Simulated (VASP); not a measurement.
# In (I4/mmm) in VASP: settings compared

Aim: see how the results for In move with the level of theory and the settings. Levels: PBEsol, PBE0. Tasks: single point.

All numbers are computed with VASP 6.6.1; they aren't measurements. Logs are shortened: lines on timing, memory, paths and dates and some standing lists are left out, and cuts for length are marked.

**1. The cell of the first run**

Symmetry: I4/mmm, No. 139, tetragonal system. Conventional cell: a = 3.251 Å, b = 3.251 Å, c = 4.947 Å, α = 90.00°, β = 90.00°, γ = 90.00°. Within 4.3 Å of In (site symmetry 4/mmm) lie 12 In at 3.25 to 3.38 Å.

**2. Single point, PBEsol, non-collinear spin, zero start, spin-orbit coupling**

Contents of INCAR:

```
SYSTEM = In
PREC = Accurate
ENCUT = 520
EDIFF = 1E-6
ISMEAR = -1
SIGMA = 0.05
LREAL = .False.
LASPH = .True.
NELM = 150
ALGO = Normal
ISIF = 2
LWAVE = .False.
LCHARG = .True.
MAGMOM = 0 0 0
LORBIT = 11
LSORBIT = .True.
GGA_COMPAT = .False.
LORBMOM = .True.
GGA = PS
LVHAR = .True.
NBANDS = 24
```

Contents of KPOINTS:

```
regular mesh
0
Gamma
  11 11 11
  0 0 0
```

Contents of POSCAR:

```
In
1.0
   -1.6254700000      1.6254700000      2.4737000000
    1.6254700000     -1.6254700000      2.4737000000
    1.6254700000      1.6254700000     -2.4737000000
In
1
Direct
    0.0000000000      0.0000000000      0.0000000000
```

Potentials or basis: VASP PAW PBE potentials, release 64 (In_d).

Launch:

```bash
$ cat potpaw_PBE.64/In_d/POTCAR > POTCAR
$ mpirun -np 1 vasp_ncl > vasp.out
```

OUTCAR:

```text
SYSTEM = In
   PREC = Accurate
   ENCUT = 520
   EDIFF = 1E-6
   ISMEAR = -1
   LREAL = .False.
   LASPH = .True.
   NELM = 150
   ISIF = 2
   LORBIT = 11
   LSORBIT = .True.
   GGA = PS

 ion  position               nearest neighbor table
   1  0.000  0.000  0.000-

  LATTYP: Found a body centered tetragonal cell.
 ALAT       =     3.2509400000
 C/A-ratio  =     1.5218367611

  Lattice vectors:

 A1 = (  -1.6254700000,   1.6254700000,   2.4737000000)
 A2 = (   1.6254700000,  -1.6254700000,   2.4737000000)
 A3 = (   1.6254700000,   1.6254700000,  -2.4737000000)

Analysis of symmetry for initial positions (statically):
=====================================================================
 Subroutine PRICEL returns:
 Original cell was already a primitive cell.

 Routine SETGRP: Setting up the symmetry group for a
 body centered tetragonal supercell.

 Subroutine GETGRP returns: Found 16 space group operations
 (whereof 16 operations were pure point group operations)
 out of a pool of 16 trial point group operations.

The static configuration has the point symmetry D_4h.

Analysis of symmetry for dynamics (positions and initial velocities):
=====================================================================
 Subroutine PRICEL returns:
 Original cell was already a primitive cell.

 Routine SETGRP: Setting up the symmetry group for a
 body centered tetragonal supercell.

 Subroutine GETGRP returns: Found 16 space group operations
 (whereof 16 operations were pure point group operations)
 out of a pool of 16 trial point group operations.

The dynamic configuration has the point symmetry D_4h.

Analysis of structural, dynamic, and magnetic symmetry:
=====================================================================
 Subroutine PRICEL returns:
 Original cell was already a primitive cell.

 Routine SETGRP: Setting up the symmetry group for a
 body centered tetragonal supercell.

 Subroutine GETGRP returns: Found 16 space group operations
 (whereof 16 operations were pure point group operations)
 out of a pool of 16 trial point group operations.

The overall configuration has the point symmetry D_4h.

 Subroutine INISYM returns: Found 16 space group operations
 (whereof 16 operations are pure point group operations),
 and found     1 'primitive' translations

----------------------------------------------------------------------------------------

                                     Primitive cell

  volume of cell :      26.1436

  direct lattice vectors                    reciprocal lattice vectors
    -1.625470000  1.625470000  2.473700000     0.000000000  0.307603339  0.202126369
     1.625470000 -1.625470000  2.473700000     0.307603339  0.000000000  0.202126369
     1.625470000  1.625470000 -2.473700000     0.307603339  0.307603339  0.000000000

  length of vectors
     3.376906444  3.376906444  3.376906444     0.368069129  0.368069129  0.435016814

  position of ions in fractional coordinates (direct lattice)
     0.000000000  0.000000000  0.000000000

  ion indices of the primitive-cell ions
   primitive index   ion index
                 1           1

----------------------------------------------------------------------------------------

 KPOINTS: regular mesh

Automatic generation of k-mesh.
 Grid dimensions read from file:
 generate k-points for:   11   11   11

 Generating k-lattice:

  Cartesian coordinates                     Fractional coordinates (reciprocal lattice)
     0.000000000  0.027963940  0.018375124     0.090909091  0.000000000 -0.000000000
     0.027963940  0.000000000  0.018375124     0.000000000  0.090909091 -0.000000000
     0.027963940  0.027963940  0.000000000     0.000000000  0.000000000  0.090909091

  Length of vectors
     0.033460830  0.033460830  0.039546983

  Shift w.r.t. Gamma in fractional coordinates (k-lattice)
     0.000000000  0.000000000  0.000000000

 Subroutine IBZKPT returns following result:
 ===========================================

[... 46 lines left out ...]
   NELM   =    150;   NELMIN=  2; NELMDL= -5     # of ELM steps
   EDIFF  = 0.1E-05   stopping-criterion for ELM
   LREAL  =      F    real-space projection
   EDIFFG = 0.1E-04   stopping-criterion for IOM
   NSW    =      0    number of steps for IOM
   IBRION =     -1    ionic relax: 0-MD 1-quasi-New 2-CG
   NFREE  =      0    steps in history (QN), initial steepest desc. (CG)
   ISIF   =      2    stress and relaxation
   ISYM   =      2    0-nonsym 1-usesym 2-fastsym
   POTIM  = 0.5000    time-step for ionic-motion
   TEBEG  =    0.0;   TEEND  =   0.0 temperature during run
   PSTRESS=    0.0 pullay stress
   NELECT =      13.0000    total number of electrons
   NUPDOWN=      -1.0000    fix difference up-down
   EMIN   =  10.00;   EMAX   =-10.00  energy-range for DOS
   EFERMI =   0.00;   METHOD = LEGACY
   ISMEAR =    -1;   SIGMA  =   0.05  broadening in eV -4-tet -1-fermi 0-gaus
   EFERMI_NEDOS =   21; number of points for ismear=-14 and -15
   IALGO  =     38    algorithm
   IMIX   =      4    mixing-type and parameters
     AMIX     =   0.40;   BMIX     =  1.00
     AMIX_MAG =   1.60;   BMIX_MAG =  1.00
  volume/ion in A,a.u.               =      26.14       176.43
  Fermi-wavevector in a.u.,A,eV,Ry     =   1.296983  2.450943 22.887245  1.682165
  Thomas-Fermi vector in A             =   2.428405
   LORBIT       =     11    0 simple, 1 ext, 2 COOP (PROOUT), +10 PAW based schemes
   GGA     = PS    functional components
   LHFCALC =     F    Hartree Fock is set to
   AEXX    =    0.0000 exact exchange contribution
   IVDW    =     0    specifies the selected vdW correction
   LEPSILON=     F    determine dielectric tensor
   LRPA    =     F    only Hartree local field effects (RPA)
  energy-cutoff  :      520.00
  volume of cell :       26.14
 maximum number of plane-waves:      1436
 NGX is ok and might be reduce to    28
   NGX = 13   NGY = 13   NGZ = 13

 number of electron      13.0000000 magnetization       0.0000000      0.0000000      0.0000000

 number of electron      13.0000006 magnetization      -0.0000000      0.0000000      0.0000000

 number of electron      13.0000006 magnetization       0.0000000     -0.0000000     -0.0000000

 Free energy of the ion-electron system (eV)
  ---------------------------------------------------
  ext. energy  EPLUGINS =         0.00000000
  ---------------------------------------------------
  free energy    TOTEN  =        -3.01778147 eV

  energy without entropy =       -3.01423928  energy(sigma->0) =       -3.01601038

 E-fermi :   7.3759     XC(G=0): -10.4078

 val. band max:        7.3711629390   @ k =  -0.4545   0.4545   0.2727
 cond. band min:       7.4463300991   @ k =   0.2727   0.1818   0.0909
 fundamental gap:      0.0751671601
 Fermi energy:         7.3759149730

 k-point     1 :       0.0000    0.0000    0.0000
  band No.  band energies     occupation
      1      -7.6422      1.00000
      2      -7.6422      1.00000
      3      -7.6230      1.00000
      4      -7.6230      1.00000
      5      -6.8485      1.00000
      6      -6.8485      1.00000
[... 637 lines left out ...]
     23      23.8280      0.00000
     24      23.8280      0.00000

 [... further k-points ...]

------------------------ aborting loop because EDIFF is reached ----------------------------------------

  FORCE on cell =-STRESS in cart. coord.  units (eV):
  Direction    XX          YY          ZZ          XY          YZ          ZX
  --------------------------------------------------------------------------------------
  -------------------------------------------------------------------------------------
  Total       -0.1412267     -0.1412267     -0.1986128      0.0000000     -0.0000000      0.0000000
  in kB       -8.6549053     -8.6549053    -12.1717474      0.0000000     -0.0000000      0.0000000
  external PRESSURE =      -9.8271860 kB  Pullay stress =       0.0000000 kB

 VOLUME and BASIS-vectors are now :
 -----------------------------------------------------------------------------
  energy-cutoff  :      520.00
  volume of cell :       26.14
      direct lattice vectors                 reciprocal lattice vectors
    -1.625470000  1.625470000  2.473700000     0.000000000  0.307603339  0.202126369
     1.625470000 -1.625470000  2.473700000     0.307603339  0.000000000  0.202126369
     1.625470000  1.625470000 -2.473700000     0.307603339  0.307603339  0.000000000

 POSITION                                       TOTAL-FORCE (eV/Angst)
 -----------------------------------------------------------------------------------
      0.00000      0.00000      0.00000        -0.000000      0.000000      0.000000
 -----------------------------------------------------------------------------------
    total drift:                               -0.000000     -0.000000     -0.000000

  FREE ENERGIE OF THE ION-ELECTRON SYSTEM (eV)
  ---------------------------------------------------
  free  energy   TOTEN  =        -3.0177814668 eV

  energy  without entropy=       -3.0142392844  energy(sigma->0) =       -3.01601038

 orbital moment (x)

 # of ion     p       d       tot
 ----------------------------------------
  1         0.000   0.000   0.000
 ----------------------------------------
            0.000   0.000   0.000

 orbital moment (y)

 # of ion     p       d       tot
 ----------------------------------------
  1        -0.000   0.000  -0.000
 ----------------------------------------
           -0.000   0.000  -0.000

 orbital moment (z)

 # of ion     p       d       tot
 ----------------------------------------
  1         0.000   0.000   0.000
 ----------------------------------------
            0.000   0.000   0.000

 Spin-Orbit-Coupling matrix elements

 Ion:    1  E_soc:     -0.0712720
 l=   1
     0.0000000    -0.0054911    -0.0056036
    -0.0054911     0.0000000    -0.0054911
    -0.0056036    -0.0054911     0.0000000
 l=   2
     0.0000000    -0.0012783     0.0000000    -0.0012783    -0.0050963
    -0.0012783     0.0000000    -0.0038186    -0.0012588    -0.0012506
     0.0000000    -0.0038186     0.0000000    -0.0038186     0.0000000
    -0.0012783    -0.0012588    -0.0038186     0.0000000    -0.0012506
    -0.0050963    -0.0012506     0.0000000    -0.0012506     0.0000000
 l=   3
     0.0000000     0.0000000     0.0000000     0.0000000     0.0000000     0.0000000     0.0000000
     0.0000000     0.0000000     0.0000000     0.0000000     0.0000000     0.0000000     0.0000000
     0.0000000     0.0000000     0.0000000     0.0000000     0.0000000     0.0000000     0.0000000
     0.0000000     0.0000000     0.0000000     0.0000000     0.0000000     0.0000000     0.0000000
     0.0000000     0.0000000     0.0000000     0.0000000     0.0000000     0.0000000     0.0000000
     0.0000000     0.0000000     0.0000000     0.0000000     0.0000000     0.0000000     0.0000000
     0.0000000     0.0000000     0.0000000     0.0000000     0.0000000     0.0000000     0.0000000

 total charge

# of ion       s       p       d       tot
------------------------------------------
    1        0.995   0.493   9.850  11.338

 magnetization (x)

# of ion       s       p       d       tot
------------------------------------------
    1       -0.000   0.000  -0.000   0.000

 magnetization (y)

# of ion       s       p       d       tot
------------------------------------------
    1        0.000  -0.000   0.000  -0.000

 magnetization (z)

# of ion       s       p       d       tot
------------------------------------------
    1        0.000  -0.000   0.000   0.000
```

It took 3.9 min on 1 thread of Intel Xeon Platinum 8259CL at 2.50GHz (Skylake/Cascade Lake), shared host; peak memory 0.3 GiB.

Results:

```yaml
Free_energy: -3.0178 eV
Pressure: -1.0 GPa
Net_moment: 0.00 μB per cell
Valence_electrons_inside_the_program's_atomic_spheres: In 11.34
```

Stress tensor (GPa, compression positive):
```
-0.87  0.00  0.00
 0.00 -0.87  0.00
 0.00  0.00 -1.22
```

Moments on the atoms (μB; x, y, z):
```
In  0.00 0.00 0.00
```

Caveat: the PAW data sets were made with another functional, which shifts forces and pressure a little.

**3. Single point, PBE0**

POSCAR is that of step 2.

Contents of INCAR.step1:

```
PREC = Accurate
ENCUT = 520
EDIFF = 1E-5
ISMEAR = -1
SIGMA = 0.05
LREAL = F
LASPH = T
NELM = 80
ALGO = Normal
ISIF = 2
LWAVE = T
LCHARG = F
NBANDS = 12
GGA = PE
```

Contents of INCAR.step2:

```
PREC = Accurate
ENCUT = 520
EDIFF = 1E-6
ISMEAR = -1
SIGMA = 0.05
LREAL = F
LASPH = T
NELM = 80
ALGO = Normal
ISIF = 2
LWAVE = F
LCHARG = F
GGA = PE
LHFCALC = T
AEXX = 0.25
PRECFOCK = Normal
NBANDS = 12
ISTART = 1
```

Contents of KPOINTS:

```
Automatic mesh
0
Gamma
  6 6 6
```

Potentials or basis: VASP PAW PBE potentials, release 64 (In_d).

Launch:

```bash
$ cat potpaw_PBE.64/In_d/POTCAR > POTCAR
$ cp INCAR.step1 INCAR
$ mpirun -np 1 vasp_std > vasp.out
$ cp INCAR.step2 INCAR
$ mpirun -np 1 vasp_std > vasp.out
```

Run time: 32 min. Hardware: 1 thread of Intel Xeon Platinum 8259CL at 2.50GHz (Skylake/Cascade Lake), shared host; peak memory 0.17 GiB.

The run converged. Its results:

* Free energy: -3.2439 eV
* Pressure: 0.3 GPa
* Band gap on the k mesh: zero (an odd number of electrons rules out a gap without spin polarisation)

Stress tensor (GPa, compression positive):
```
-0.74  0.00  0.00
 0.00 -0.74  0.00
 0.00  0.00  2.23
```

Levels at points of the mesh, in eV from the Fermi level:
| k point | band 4 | band 5 | band 6 | band 7 | band 8 | band 9 |
| --- | --- | --- | --- | --- | --- | --- |
| (0.00, 0.00, 0.00) | -16.95 | -16.85 | -11.23 | 11.93 | 11.93 | 12.13 |
| (0.50, 0.00, 0.00) | -16.76 | -16.72 | -5.19 | -4.23 | 8.75 | 10.49 |
| (0.50, 0.50, 0.00) | -16.74 | -16.65 | -2.51 | -1.96 | 4.41 | 4.88 |
| (0.50, 0.50, 0.50) | -16.71 | -16.71 | -3.61 | -3.47 | 5.70 | 5.70 |

Caveat: the k points lie up to 0.39 Å⁻¹ apart, too coarse for converged energies and pressures of a metal; the PAW data sets were made with another functional, which shifts forces and pressure a little; spin-orbit coupling is left out, which moves the levels of the heavy elements.
